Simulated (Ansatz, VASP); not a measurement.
**One calculation of BN, two programs**

INCAR

```
  PREC = Accurate
  ENCUT = 520
  EDIFF = 1E-6
  ISMEAR = 0
  SIGMA = 0.05
  LREAL = False
  LASPH = True
  NELM = 60
  ALGO = Normal
  ISIF = 2
  LWAVE = False
  LCHARG = False
  GGA = PS
  NBANDS = 11
```

The input KPOINTS:

```
Automatic mesh
0
Gamma
  12 12 12
```

POSCAR

```
BN
1.0
    0.0000000000      3.4953158300      2.1660912400
    1.2516321000      0.0000000000      2.1660912400
    1.2516321000      3.4953158300      0.0000000000
B N
1 1
Direct
    0.0173609401      0.0173609401      0.9826390599
    0.6666513400      0.6666513400      0.3333486600
```

Input for Ansatz:

```yaml
crystal:
  lattice:
    - [0.0, 3.49531583, 2.16609124]
    - [1.2516321, 0.0, 2.16609124]
    - [1.2516321, 3.49531583, 0.0]
  atoms:
    - { symbol: B, position: [0.0173609401, 0.0173609401, 0.9826390599] }
    - { symbol: "N", position: [0.66665134, 0.66665134, 0.33334866] }
basis:
  ecutwfc: 420
kpoints:
  mp_grid: { grid: [12, 12, 12] }
hamiltonian:
  xc: pbesol
scf:
  occupations: { method: gaussian, width: 0.05 }
output:
  forces: true
  stress: true
  eigenvalues: true
```

Change from the starting cell: all B atoms moved +0.075 Å, as atom 1 along Cartesian [0 0 1].

Alike in both runs: task single point; functional PBEsol; k mesh 12 × 12 × 12; occupations gaussian, width 0.05 eV; no spin polarisation.

|  | VASP | Ansatz |
| --- | --- | --- |
| version | VASP 6.6.1 | Ansatz 0.2.0 |
| potentials or method | VASP PAW PBE potentials, release 64 (B, N), cutoff 520 eV | scalar-relativistic, plane waves, PAW |
| valence electrons in the cell | 8 | 8 |

Ansatz gave:

| Property | Result |
| --- | --- |
| gap on the k mesh at the Fermi level (eV) | 4.29 |
| least direct gap on the mesh (eV) | 4.68 |
| pressure (GPa) | 2.4 |
| traceless stress, the component that is largest in VASP (GPa) | 8.84 |
| rms of the force components (eV/Å) | 1.603 |

Problem. What did VASP give for the same quantities?

Solution. gap on the k mesh at the Fermi level (eV): 4.28; least direct gap on the mesh (eV): 4.67; pressure (GPa): 2.7; traceless stress, the component that is largest in VASP (GPa): 9.11; rms of the force components (eV/Å): 1.601.

VASP's potentials were made for PBE, not for PBEsol. Atom by atom the forces differ by 0.002 eV/Å (rms over components).
